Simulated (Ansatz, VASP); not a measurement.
This is a calculation of AlRu for VASP 6.6.1.

POSCAR

```
AlRu
1.0
    2.9916000000      0.0000000000      0.0000000000
    0.0000000000      2.9916000000      0.0000000000
    0.0000000000      0.0000000000      2.9916000000
Ru Al
1 1
Direct
    0.5000000000      0.5000000000      0.5000000000
    0.0000000000      0.0000000000      0.0000000000
```

INCAR.step1

```
SYSTEM = AlRu
ALGO = Normal
EDIFF = 1E-5
ENCUT = 520
GGA = PE
ISIF = 2
ISMEAR = -1
LASPH = .True.
LCHARG = .False.
LREAL = .False.
LWAVE = .True.
NBANDS = 16
NELM = 80
PREC = Accurate
SIGMA = 0.05
```

Contents of INCAR.step2:

```
SYSTEM = AlRu
AEXX = 0.2
AGGAC = 0.81
AGGAX = 0.72
ALDAC = 0.19
ALGO = Normal
EDIFF = 1E-6
ENCUT = 520
GGA = B3
ISIF = 2
ISMEAR = -1
ISTART = 1
LASPH = .True.
LCHARG = .False.
LHFCALC = .True.
LREAL = .False.
LWAVE = .False.
NBANDS = 16
NELM = 80
PREC = Accurate
PRECFOCK = Normal
SIGMA = 0.05
```

KPOINTS

```
k-points
0
Gamma
  5 5 5
  0 0 0
```

Potentials or basis: VASP PAW PBE potentials, release 64 (Ru_pv, Al).

Launch:

```sh
$ cat potpaw_PBE.64/Ru_pv/POTCAR potpaw_PBE.64/Al/POTCAR > POTCAR
$ cp INCAR.step1 INCAR
$ mpirun -np 1 vasp_std > vasp.out
$ cp INCAR.step2 INCAR
$ mpirun -np 1 vasp_std > vasp.out
```

Question: Translate it to Ansatz 0.2.0. Potentials there: Ansatz PAW.

Answer: As run (the cutoff follows the program's own potentials):

File input.yaml:

```yaml
crystal:
  lattice:
    - [2.9916, 0.0, 0.0]
    - [0.0, 2.9916, 0.0]
    - [0.0, 0.0, 2.9916]
  atoms:
    - { symbol: Ru, position: [0.5, 0.5, 0.5] }
    - { symbol: Al, position: [0.0, 0.0, 0.0] }
hamiltonian:
  xc: b3lyp
  pseudopotentials: { kind: paw }
kpoints:
  mp_grid: { grid: [5, 5, 5] }
scf:
  occupations: { method: fermi_dirac, width: 0.05 }
output:
  forces: true
  stress: true
  eigenvalues: true
```

Potentials or basis: Ansatz PAW.

The run is started by

```sh
$ ansatz run input.yaml --threads 2 --pin off --max-ram 5632MiB --backend cpu --events-out ev --progress --plain --runs-dir out
```

Both were run:

|  | VASP | Ansatz | Ansatz less VASP |
| --- | --- | --- | --- |
| gap on the k mesh at the Fermi level (eV) | none | none | - |
| pressure (GPa) | 4.0 | 3.4 | -0.55 |

VASP's potentials were made for PBE, not for B3LYP. A gap of «none» marks a metal or a gap that the smearing closes. VASP's potentials hold 17 valence electrons a cell and Ansatz's 19, so a difference there can come from the potentials and not from the codes.

The k mesh is coarse, so the values compare programs but aren't converged.
